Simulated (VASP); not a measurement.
ZnS7:

```xyz
8
Lattice="4.5400 2.6212 2.4000 -4.5400 2.6212 2.4000 0.0000 -5.2423 2.4000" Properties=species:S:1:pos:R:3 pbc="T T T"
Zn    0.0000    0.0000    5.2200
S     0.0000    3.3913    4.3464
S    -2.9369    1.6956    2.8536
S    -2.9369   -1.6956    4.3464
S     0.0000   -3.3913    2.8536
S     2.9369   -1.6956    4.3464
S     2.9369    1.6956    2.8536
S     0.0000    0.0000    3.0240
```

```yaml
Program: VASP 6.6.1
Task: relaxation of cell and atoms
Functional: PBE
Potentials_or_basis: VASP PAW PBE potentials, release 64 (Zn, S)
Cutoff: 600 eV
k_mesh: 3 × 3 × 3
Occupations: gaussian, width 0.2 eV
Spin: no spin polarisation
```

At the start: pressure 6.7 GPa; volume 21.42 Å³/atom.

**Question.** Where does the relaxation end?

**Answer.** Over 22 steps the energy falls by 127.7 meV/atom and the volume is 26.89 Å³/atom (+25.5 %); space group R3m (No. 160, to 0.1 Å) before and after.

The path:
| step | energy change (eV) | largest force (eV/Å) | pressure (GPa) | volume (Å³) |
| --- | --- | --- | --- | --- |
| 1 | 0.0000 | 2.2951 | 6.67 | 171.36 |
| 2 | -0.3839 | 1.5884 | -2.73 | 194.45 |
| 3 | -0.5083 | 1.1052 | -0.27 | 186.14 |
| 4 | -0.7433 | 0.6125 | 0.28 | 189.76 |
| 5 | -0.8342 | 0.8737 | 1.01 | 193.45 |
| 6 | -0.8803 | 0.9449 | -0.10 | 200.15 |
| 7 | -0.8922 | 0.5288 | 0.20 | 197.96 |
| 8 | -0.9122 | 0.4573 | -0.06 | 199.94 |
| 9 | -0.9319 | 0.4198 | -0.69 | 204.74 |
| 10 | -0.9423 | 0.3561 | -0.49 | 204.99 |
| 11 | -0.9596 | 0.4343 | 0.15 | 205.68 |
| 12 | -0.9614 | 0.5159 | 0.45 | 205.98 |
| 13 | -0.9711 | 0.3768 | 0.36 | 207.15 |
| 14 | -0.9856 | 0.3372 | 0.10 | 210.44 |
| 15 | -0.9863 | 0.4129 | 0.06 | 211.27 |
| 16 | -0.9974 | 0.2424 | -0.21 | 213.05 |
| 17 | -1.0007 | 0.1910 | -0.41 | 214.55 |
| 18 | -1.0099 | 0.2444 | -0.08 | 214.22 |
| 19 | -1.0132 | 0.3002 | 0.26 | 213.90 |
| 20 | -1.0199 | 0.0841 | 0.11 | 214.52 |
| 21 | -1.0205 | 0.0930 | 0.06 | 214.78 |
| 22 | -1.0214 | 0.0468 | -0.08 | 215.08 |

Final structure:
```
Zn S
1.0
     4.64962    2.68446    2.87194
    -4.64962    2.68446    2.87194
     0.00000   -5.36892    2.87194
Zn S
1 7
Direct
  0.72158 0.72158 0.72158
  0.82648 0.82648 0.17255
  0.16346 0.79599 0.16346
  0.17255 0.82648 0.82648
  0.16346 0.16346 0.79599
  0.82648 0.17255 0.82648
  0.79599 0.16346 0.16346
  0.47502 0.47502 0.47502
```

Caveat: the volume moved by over 15 % at a fixed basis, so the end points are rough; the relaxation stopped at a loose force limit of 0.08 eV/Å, so its end isn't a converged minimum.
